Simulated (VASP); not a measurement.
Here is a VASP 6.6.1 calculation.

INCAR

```
PREC = Accurate
ENCUT = 520
EDIFF = 1E-7
ISMEAR = 0
SIGMA = 0.05
LREAL = False
LASPH = True
NELM = 80
ALGO = Normal
ISIF = 2
LWAVE = False
LCHARG = False
GGA = PS
NBANDS = 16
```

KPOINTS

```
regular mesh
0
Gamma
  12 12 6
```

File POSCAR:

```
BN
1.0
    2.5539396017      0.0000000000      0.0000000000
   -1.2769698009      2.2117765748      0.0000000000
    0.0000000000      0.0000000000      4.2268550000
B N
2 2
Direct
    0.6666666667      0.3333333333      0.9997240000
    0.3333333333      0.6666666667      0.4997240000
    0.7103386106      0.3653034152      0.6725925036
    0.3333333333      0.6666666667      0.1252760000
```

Potentials or basis: VASP PAW PBE potentials, release 64 (B, N).

Launch:

```sh
$ cat potpaw_PBE.64/B/POTCAR potpaw_PBE.64/N/POTCAR > POTCAR
$ mpirun -np 1 vasp_std > vasp.out
```

Question: Estimate the band gap on the k mesh.

Answer: 2.99 eV, indirect (least direct gap 6.95 eV).

Question: Estimate the largest force.

Answer: 9.347 eV/Å.

Question: Predict the pressure.

Answer: 3.6 GPa.

Forces in eV/Å, atoms in the order of the input:
```
B    0.215  0.204  3.863
B    0.885  0.681  2.654
N   -1.113 -0.887 -9.238
N    0.013  0.001  2.721
```

Caveat: the cell differs from its parent crystal (atom 3 (N) moved by (+0.100, +0.200) A along [1 1 0] and z); the PAW data sets were made with another functional, which shifts forces and pressure a little. A k mesh can miss the band edges.
